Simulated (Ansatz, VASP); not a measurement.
## CsH in VASP and in Ansatz

```
Cs H
1.0
     2.82515    2.82515    0.00000
    -2.82515    2.82515    0.00000
     0.00000    2.82515    2.82515
Cs H
1 1
Direct
  0.00000 0.00000 0.00000
  0.50000 0.50000 0.00000
```

Alike in both runs: task single point; functional r2SCAN; k mesh 6 × 6 × 6; no spin polarisation.

|  | VASP | Ansatz |
| --- | --- | --- |
| version | VASP 6.6.1 | Ansatz 0.2.0 |
| potentials or method | VASP PAW PBE potentials, release 64 (Cs_sv, H) | PAW with Ansatz's default frozen-core files, scalar-relativistic |
| plane-wave cutoff (eV) | 520 | 500 |
| occupations | gaussian, width 0.01 eV | fixed |
| valence electrons in the cell | 10 | 10 |

Ansatz gave:

| Property | Result |
| --- | --- |
| gap on the k mesh at the Fermi level (eV) | 2.07 |
| pressure (GPa) | 7.0 |

Problem. Which values does VASP return?

Solution. gap on the k mesh at the Fermi level (eV): 2.01; pressure (GPa): 7.2.

VASP's potentials were made for PBE, not for r2SCAN.

Neither program's run includes spin-orbit coupling.
